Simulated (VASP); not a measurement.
# TiO2 (I4_1/amd) in VASP: a series of runs

Runs on TiO2. Level: PBE+U. Tasks: single point.

Program: VASP 6.6.1. These are calculated values, not measurements. Logs are shortened: lines on timing, memory, paths and dates and some standing lists are left out, and cuts for length are marked.

## (1) The cell of the first run

It takes space group I4_1/amd (No. 141, tetragonal). The conventional cell has a = 3.646 Å, b = 3.646 Å, c = 10.039 Å, α = 90.00°, β = 90.00°, γ = 90.00°. Within 2.5 Å of Ti (site symmetry -4m2) lie 6 O at 1.89 to 2.01 Å. O (site symmetry 2mm) has 3 Ti at 1.89 to 2.01 Å and 2 O at 2.37 Å within 2.5 Å.

## (2) Single point, PBE+U (biaxial strain in the a-b plane: -4.5 %)

INCAR

```
PREC     = Accurate       # precision mode
ENCUT    = 520            # plane-wave cutoff, eV
EDIFF    = 1E-6           # SCF threshold, eV
ISMEAR   = 0              # smearing method
SIGMA    = 0.02           # smearing width, eV
LREAL    = False          # projectors in reciprocal space
LASPH    = True           # aspherical terms in the spheres
NELM     = 150            # most SCF steps
ALGO     = Normal         # electronic algorithm
ISIF     = 2              # what is computed and relaxed
LWAVE    = False          # write WAVECAR
LCHARG   = False          # write CHGCAR
LMAXMIX  = 4              # l up to which the mixer works
LDAU     = True           # DFT+U
LDAUTYPE = 2            
LDAUL    = 2 -1           # shell
LDAUU    = 4 0            # U, eV
LDAUJ    = 0 0          
LDAUPRINT= 1            
GGA      = PE             # functional
NBANDS   = 60             # bands
```

KPOINTS

```
regular mesh
0
Gamma
  6 6 4
```

POSCAR

```
TiO2
1.0
    3.6461906556      0.0000000000      0.0000000000
    0.0000000000      3.6461906556      0.0000000000
    0.0000000000      0.0000000000     10.0390409530
Ti O
4 8
Direct
    0.0000000000      0.0000000000      0.0000000000
    0.0000000000      0.5000000000      0.2500000000
    0.5000000000      0.5000000000      0.5000000000
    0.5000000000      0.0000000000      0.7500000000
    0.0000000000      0.5000000000      0.4504762134
    0.0000000000      0.0000000000      0.2004762134
    0.0000000000      0.5000000000      0.0495237866
    0.5000000000      0.5000000000      0.2995237866
    0.5000000000      0.0000000000      0.9504762134
    0.5000000000      0.5000000000      0.7004762134
    0.5000000000      0.0000000000      0.5495237866
    0.0000000000      0.0000000000      0.7995237866
```

Potentials or basis: VASP PAW PBE potentials, release 64 (Ti_sv, O).

The run is started by

```sh
$ cat potpaw_PBE.64/Ti_sv/POTCAR potpaw_PBE.64/O/POTCAR > POTCAR
$ mpirun -np 1 vasp_std > vasp.out
```

OUTCAR:

```text
PREC = Accurate
   ENCUT = 520
   EDIFF = 1E-6
   ISMEAR = 0
   LREAL = False
   LASPH = True
   NELM = 150
   ISIF = 2
   GGA = PE

 ion  position               nearest neighbor table
   1  0.000  0.000  0.000-   7 1.89   9 1.89   7 1.89   9 1.89   6 2.01  12 2.01
   2  0.000  0.500  0.250-   6 1.89   8 1.89   6 1.89   8 1.89   7 2.01   5 2.01
   3  0.500  0.500  0.500-   5 1.89  11 1.89  11 1.89   5 1.89  10 2.01   8 2.01
   4  0.500  0.000  0.750-  10 1.89  12 1.89  10 1.89  12 1.89  11 2.01   9 2.01
   5  0.000  0.500  0.450-   3 1.89   3 1.89   2 2.01
   6  0.000  0.000  0.200-   2 1.89   2 1.89   1 2.01
   7  0.000  0.500  0.050-   1 1.89   1 1.89   2 2.01
   8  0.500  0.500  0.300-   2 1.89   2 1.89   3 2.01
   9  0.500  0.000  0.950-   1 1.89   1 1.89   4 2.01
  10  0.500  0.500  0.700-   4 1.89   4 1.89   3 2.01
  11  0.500  0.000  0.550-   3 1.89   3 1.89   4 2.01
  12  0.000  0.000  0.800-   4 1.89   4 1.89   1 2.01

  LATTYP: Found a simple tetragonal cell.
 ALAT       =     3.6461906556
 C/A-ratio  =     2.7532956725

  Lattice vectors:

 A1 = (   3.6461906556,   0.0000000000,   0.0000000000)
 A2 = (   0.0000000000,   3.6461906556,   0.0000000000)
 A3 = (   0.0000000000,   0.0000000000,  10.0390409530)

Analysis of symmetry for initial positions (statically):
=====================================================================
 Subroutine PRICEL returns following result:

  LATTYP: Found a body centered tetragonal cell.
 ALAT       =     3.6461906556
 C/A-ratio  =     2.7532956725

  Lattice vectors:

 A1 = (  -1.8230953278,   1.8230953278,   5.0195204765)
 A2 = (   1.8230953278,  -1.8230953278,   5.0195204765)
 A3 = (   1.8230953278,   1.8230953278,  -5.0195204765)

   2 primitive cells build up your supercell.

[... 175 lines left out ...]
   LEPSILON=     F    determine dielectric tensor
   LRPA    =     F    only Hartree local field effects (RPA)
 non-spin polarized calculation
 Gauss-broadening in eV      SIGMA  =   0.02
  energy-cutoff  :      520.00
  volume of cell :      133.47
 maximum number of plane-waves:      3638
 NGX is ok and might be reduce to    28

atom =   1  type =  1  l = 2

 onsite density matrix

spin component  1
[... 116 lines left out ...]
  o =  0.1129  v =  1.0000  0.0000  0.0000  0.0000  0.0000  0.0000  0.0000  0.0000  0.0000  0.0000      0.0000  0.0000  0.0000  0.0000  0.0000  0.0000  0.0000  0.0000  0.0000  0.0000
  o =  0.1129  v =  0.0000  0.0000  0.0000  0.0000  0.0000  1.0000  0.0000  0.0000  0.0000  0.0000      0.0000  0.0000  0.0000  0.0000  0.0000  0.0000  0.0000  0.0000  0.0000  0.0000
  o =  0.1138  v =  0.0000 -0.9905  0.0000  0.1375 -0.0000  0.0000  0.0000  0.0000  0.0000  0.0000      0.0000  0.0000  0.0000  0.0000  0.0000  0.0000  0.0000  0.0000  0.0000  0.0000
  o =  0.1138  v =  0.0000  0.0000  0.0000  0.0000  0.0000  0.0000 -0.9905  0.0000  0.1375 -0.0000      0.0000  0.0000  0.0000  0.0000  0.0000  0.0000  0.0000  0.0000  0.0000  0.0000
  o =  0.1138  v =  0.0000  0.0000  0.0000  0.0000  0.0000  0.0000 -0.1375  0.0000 -0.9905 -0.0000      0.0000  0.0000  0.0000  0.0000  0.0000  0.0000  0.0000  0.0000  0.0000  0.0000
  o =  0.1138  v =  0.0000 -0.1375  0.0000 -0.9905 -0.0000  0.0000  0.0000  0.0000  0.0000  0.0000      0.0000  0.0000  0.0000  0.0000  0.0000  0.0000  0.0000  0.0000  0.0000  0.0000
  o =  0.2341  v =  0.0000  0.0000  0.0000  0.0000  0.0000  0.0000 -0.0000 -1.0000 -0.0000 -0.0000      0.0000  0.0000  0.0000  0.0000  0.0000  0.0000  0.0000  0.0000  0.0000  0.0000
  o =  0.2341  v =  0.0000 -0.0000 -1.0000 -0.0000 -0.0000  0.0000  0.0000  0.0000  0.0000  0.0000      0.0000  0.0000  0.0000  0.0000  0.0000  0.0000  0.0000  0.0000  0.0000  0.0000
  o =  0.2736  v =  0.0000  0.0000  0.0000  0.0000  0.0000  0.0000  0.0000  0.0000 -0.0000 -1.0000      0.0000  0.0000  0.0000  0.0000  0.0000  0.0000  0.0000  0.0000  0.0000  0.0000
  o =  0.2736  v =  0.0000  0.0000  0.0000 -0.0000 -1.0000  0.0000  0.0000  0.0000  0.0000  0.0000      0.0000  0.0000  0.0000  0.0000  0.0000  0.0000  0.0000  0.0000  0.0000  0.0000

 number of electron      96.0000007 magnetization

 Free energy of the ion-electron system (eV)
  ---------------------------------------------------
  ext. energy  EPLUGINS =         0.00000000
  ---------------------------------------------------
  free energy    TOTEN  =       -95.92322117 eV

  energy without entropy =      -95.92322117  energy(sigma->0) =      -95.92322117

 E-fermi :   3.8901     XC(G=0): -10.8320

 val. band max:        3.7511337710   @ k =   0.0000   0.0000   0.0000
 cond. band min:       6.8835178632   @ k =   0.0000   0.0000   0.0000
 fundamental gap:      3.1323840922
 Fermi energy:         3.8900767375

 k-point     1 :       0.0000    0.0000    0.0000
  band No.  band energies     occupation
      1     -53.2600      2.00000
      2     -53.2360      2.00000
      3     -53.2360      2.00000
      4     -53.2118      2.00000
      5     -29.6928      2.00000
      6     -29.5094      2.00000
[... 1501 lines left out ...]
     59       9.2994      0.00000
     60       9.2994      0.00000

 [... further k-points ...]
[... 5 lines left out ...]
  --------------------------------------------------------------------------------------
  -------------------------------------------------------------------------------------
  Total       22.2079257     22.2079257     12.2698859      0.0000000      0.0000000     -0.0000000
  in kB      266.5923014    266.5923014    147.2923299      0.0000000      0.0000000     -0.0000000
  external PRESSURE =     226.8256443 kB  Pullay stress =       0.0000000 kB

 VOLUME and BASIS-vectors are now :
 -----------------------------------------------------------------------------
  energy-cutoff  :      520.00
  volume of cell :      133.47
      direct lattice vectors                 reciprocal lattice vectors
     3.646190656  0.000000000  0.000000000     0.274258835  0.000000000  0.000000000
     0.000000000  3.646190656  0.000000000     0.000000000  0.274258835  0.000000000
     0.000000000  0.000000000 10.039040953     0.000000000  0.000000000  0.099611109

 POSITION                                       TOTAL-FORCE (eV/Angst)
 -----------------------------------------------------------------------------------
      0.00000      0.00000      0.00000        -0.000000     -0.000000     -0.000000
      0.00000      1.82310      2.50976         0.000000      0.000000     -0.000000
      1.82310      1.82310      5.01952        -0.000000     -0.000000     -0.000000
      1.82310      0.00000      7.52928         0.000000      0.000000     -0.000000
      0.00000      1.82310      4.52235        -0.000000     -0.000000      0.241620
      0.00000      0.00000      2.01259        -0.000000     -0.000000      0.241620
      0.00000      1.82310      0.49717        -0.000000     -0.000000     -0.241620
      1.82310      1.82310      3.00693        -0.000000      0.000000     -0.241620
      1.82310      0.00000      9.54187         0.000000     -0.000000      0.241620
      1.82310      1.82310      7.03211        -0.000000     -0.000000      0.241620
      1.82310      0.00000      5.51669         0.000000      0.000000     -0.241620
      0.00000      0.00000      8.02645         0.000000     -0.000000     -0.241620
 -----------------------------------------------------------------------------------
    total drift:                                0.000000      0.000000     -0.000000

  FREE ENERGIE OF THE ION-ELECTRON SYSTEM (eV)
  ---------------------------------------------------
  free  energy   TOTEN  =       -95.9232211680 eV

  energy  without entropy=      -95.9232211680  energy(sigma->0) =      -95.92322117
```

stdout:

```text
POSCAR found type information on POSCAR TiO
 POSCAR found :  2 types and      12 ions
 scaLAPACK will be used
 LDA part: xc-table for (Slater+PW92), standard interpolation
 POSCAR, INCAR and KPOINTS ok, starting setup
 FFT: planning ... GRIDC
 FFT: planning ... GRID_SOFT
 FFT: planning ... GRID
 WAVECAR not read
 entering main loop
```

It took 3.9 min on 1 thread of Intel Xeon Platinum 8375C at 2.90GHz (Ice Lake), shared host; peak memory 0.33 GiB.

What came out:

* Free energy: -95.9232 eV
* Pressure: 22.7 GPa
* Largest force: 0.242 eV/Å
* Band gap on the k mesh: 3.13 eV

Forces in eV/Å, atoms in the order of the input:
```
Ti   0.000  0.000  0.000
Ti   0.000  0.000  0.000
Ti   0.000  0.000  0.000
Ti   0.000  0.000  0.000
O    0.000  0.000  0.242
O    0.000  0.000  0.242
O    0.000  0.000 -0.242
O    0.000  0.000 -0.242
O    0.000  0.000  0.242
O    0.000  0.000  0.242
O    0.000  0.000 -0.242
O    0.000  0.000 -0.242
```

Levels at points of the mesh, in eV from the valence-band top:
| k point | band 46 | band 47 | band 48 | band 49 | band 50 | band 51 |
| --- | --- | --- | --- | --- | --- | --- |
| (0.00, 0.00, 0.00) | -0.31 | 0.00 | 0.00 | 3.13 | 3.42 | 3.42 |
| (0.50, 0.00, 0.00) | -0.74 | -0.69 | -0.69 | 4.24 | 4.24 | 4.43 |
| (0.50, 0.50, 0.00) | -0.09 | -0.09 | -0.09 | 3.93 | 3.93 | 3.93 |
| (0.00, 0.00, 0.50) | -0.12 | -0.12 | -0.12 | 3.22 | 3.22 | 3.64 |
| (0.50, 0.00, 0.50) | -0.75 | -0.69 | -0.69 | 4.29 | 4.29 | 4.29 |
| (0.50, 0.50, 0.50) | -0.26 | -0.26 | -0.26 | 4.18 | 4.18 | 4.18 |

Eigenvalues of the final occupation matrices:
| site | spin | trace | eigenvalues |
| --- | --- | --- | --- |
| site 1 d | 1 | 0.85 | 0.11 0.11 0.11 0.23 0.27 |
| site 1 d | 2 | 0.85 | 0.11 0.11 0.11 0.23 0.27 |
| site 2 d | 1 | 0.85 | 0.11 0.11 0.11 0.23 0.27 |
| site 2 d | 2 | 0.85 | 0.11 0.11 0.11 0.23 0.27 |
| site 3 d | 1 | 0.85 | 0.11 0.11 0.11 0.23 0.27 |
| site 3 d | 2 | 0.85 | 0.11 0.11 0.11 0.23 0.27 |
| site 4 d | 1 | 0.85 | 0.11 0.11 0.11 0.23 0.27 |
| site 4 d | 2 | 0.85 | 0.11 0.11 0.11 0.23 0.27 |

Caveat: the cell differs from its parent crystal (biaxial strain in the a-b plane: -4.5 %).

## (3) Single point, PBE+U

This run uses another cell than the first one: it holds 30 atoms, not 12.

INCAR

```
ALGO = Normal ; EDIFF = 1E-6
ENCUT = 600 ; GGA = PE
GGA_COMPAT = F ; ISIF = 2
ISMEAR = 0 ; LASPH = T
LCHARG = F ; LDAU = T
LDAUJ = 0 0 ; LDAUL = 2 -1
LDAUPRINT = 1 ; LDAUTYPE = 2
LDAUU = 4 0 ; LMAXMIX = 4
LREAL = F ; LWAVE = F
NBANDS = 141 ; NELM = 200
PREC = Accurate ; SIGMA = 0.01
```

KPOINTS

```
Automatic mesh
0
Gamma
  2 2 2
  0.5 0.5 0.5
```

POSCAR

```
TiO2
1.0
   -5.7270011024     -1.9090003675     -4.8875564549
    1.9090003675     -5.7270011024      4.8875564549
   -1.9090003675      5.7270011024      4.8875564549
Ti O
10 20
Direct
    0.0000000000      0.0000000000      0.0000000000
    0.8000000000      0.6000000000      0.2000000000
    0.6000000000      0.2000000000      0.4000000000
    0.2000000000      0.4000000000      0.8000000000
    0.4000000000      0.8000000000      0.6000000000
    0.7000000000      0.6500000000      0.5500000000
    0.5000000000      0.2500000000      0.7500000000
    0.3000000000      0.8500000000      0.9500000000
    0.9000000000      0.0500000000      0.3500000000
    0.1000000000      0.4500000000      0.1500000000
    0.7000000000      0.8552981746      0.7552981746
    0.5000000000      0.4552981746      0.9552981746
    0.3000000000      0.0552981746      0.1552981746
    0.9000000000      0.2552981746      0.5552981746
    0.1000000000      0.6552981746      0.3552981746
    0.4000000000      0.0052981746      0.8052981746
    0.2000000000      0.6052981746      0.0052981746
    0.0000000000      0.2052981746      0.2052981746
    0.6000000000      0.4052981746      0.6052981746
    0.8000000000      0.8052981746      0.4052981746
    0.7000000000      0.4447018254      0.3447018254
    0.5000000000      0.0447018254      0.5447018254
    0.3000000000      0.6447018254      0.7447018254
    0.9000000000      0.8447018254      0.1447018254
    0.1000000000      0.2447018254      0.9447018254
    0.4000000000      0.5947018254      0.3947018254
    0.2000000000      0.1947018254      0.5947018254
    0.0000000000      0.7947018254      0.7947018254
    0.6000000000      0.9947018254      0.1947018254
    0.8000000000      0.3947018254      0.9947018254
```

Potentials or basis: VASP PAW PBE potentials, release 64 (Ti_sv, O).

The run is started by

```sh
$ cat potpaw_PBE.64/Ti_sv/POTCAR potpaw_PBE.64/O/POTCAR > POTCAR
$ mpirun -np 1 vasp_std > vasp.out
```

It took 3.3 min on 1 thread of Intel Xeon 6975P-C (Granite Rapids), shared host; peak memory 0.64 GiB.

Results (log left out):

```
Free energy            : -242.5421 eV
Pressure               : 4.0 GPa
Largest force          : 0.147 eV/Å
Band gap on the k mesh : 2.84 eV
```

Forces in eV/Å, atoms in the order of the input:
```
Ti   0.000  0.000  0.000
Ti   0.000  0.000  0.000
Ti   0.000  0.000  0.000
Ti   0.000  0.000  0.000
Ti   0.000  0.000  0.000
Ti   0.000  0.000  0.000
Ti   0.000  0.000  0.000
Ti   0.000  0.000  0.000
Ti   0.000  0.000  0.000
Ti   0.000  0.000  0.000
O    0.000  0.000  0.147
O    0.000  0.000  0.147
O    0.000  0.000  0.147
O    0.000  0.000  0.147
O    0.000  0.000  0.147
O    0.000  0.000  0.147
O    0.000  0.000  0.147
O    0.000  0.000  0.147
O    0.000  0.000  0.147
O    0.000  0.000  0.147
O    0.000  0.000 -0.147
O    0.000  0.000 -0.147
O    0.000  0.000 -0.147
O    0.000  0.000 -0.147
O    0.000  0.000 -0.147
O    0.000  0.000 -0.147
O    0.000  0.000 -0.147
O    0.000  0.000 -0.147
O    0.000  0.000 -0.147
O    0.000  0.000 -0.147
```

Stress tensor (GPa, compression positive):
```
4.29 0.00 0.00
0.00 4.29 0.00
0.00 0.00 3.38
```

Levels at points of the mesh, in eV from the valence-band top:
```csv
k point,band 116,band 117,band 118,band 119,band 120,band 121,band 122,band 123,band 124,band 125
"(0.25, 0.25, 0.25)",-0.35,-0.35,-0.35,-0.14,-0.14,3.52,3.52,3.52,3.52,3.69
```

Eigenvalues of the final occupation matrices:
```csv
site,spin,trace,eigenvalues
site 1 d,1,0.79,0.10 0.10 0.10 0.24 0.25
site 1 d,2,0.79,0.10 0.10 0.10 0.24 0.25
site 2 d,1,0.79,0.10 0.10 0.10 0.24 0.25
site 2 d,2,0.79,0.10 0.10 0.10 0.24 0.25
site 3 d,1,0.79,0.10 0.10 0.10 0.24 0.25
site 3 d,2,0.79,0.10 0.10 0.10 0.24 0.25
site 4 d,1,0.79,0.10 0.10 0.10 0.24 0.25
site 4 d,2,0.79,0.10 0.10 0.10 0.24 0.25
site 5 d,1,0.79,0.10 0.10 0.10 0.24 0.25
site 5 d,2,0.79,0.10 0.10 0.10 0.24 0.25
site 6 d,1,0.79,0.10 0.10 0.10 0.24 0.25
site 6 d,2,0.79,0.10 0.10 0.10 0.24 0.25
```

A k mesh can miss the band edges.
